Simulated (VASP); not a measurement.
Wanted: the native input for a VASP 6.6.1 run.

```yaml
Task: single point
Functional: LDA
Potentials_or_basis: VASP PAW LDA potentials, release 64 (Sc_sv, Al)
Cutoff: 520 eV
k_mesh: 10 × 10 × 10
Occupations: fermi-dirac, width 0.05 eV
Spin: no spin polarisation
Dipole_correction: no
Further_INCAR_settings: ALGO = Normal; EDIFF = 1e-07; NBANDS = 14
```

The structure of ScAl lies in POSCAR:

```
ScAl
1.0
    3.4037209321      0.0000000000      0.0000000000
    0.0000000000      3.4037209321      0.0000000000
    0.0000000000      0.0000000000      3.4037209321
Sc Al
1 1
Direct
    0.5000000000      0.5000000000      0.5000000000
    0.0000000000      0.0000000000      0.0000000000
```

The input as run:

INCAR

```
PREC = Accurate ; ENCUT = 520
EDIFF = 1E-7 ; ISMEAR = -1
SIGMA = 0.05 ; LREAL = False
LASPH = True ; NELM = 100
ALGO = Normal ; ISIF = 2
LWAVE = False ; LCHARG = False
NBANDS = 14
```

KPOINTS

```
Automatic mesh
0
Gamma
  10 10 10
```

Potentials or basis: VASP PAW LDA potentials, release 64 (Sc_sv, Al).

Launch:

```bash
$ cat potpaw_LDA.64/Sc_sv/POTCAR potpaw_LDA.64/Al/POTCAR > POTCAR
$ mpirun -np 1 vasp_std > vasp.out
```

Results of the run:

```yaml
Pressure: -6.1 GPa
Band_gap_on_the_k_mesh: zero (bands 7 and 8 overlap by 1.10 eV)
```

Caveat: the cell stands under tension.

It took 21 s on 1 thread of Intel(R) Xeon(R) Platinum 8375C CPU @ 2.90GHz (Ice Lake), on a shared host, peak memory 0.16 GiB.
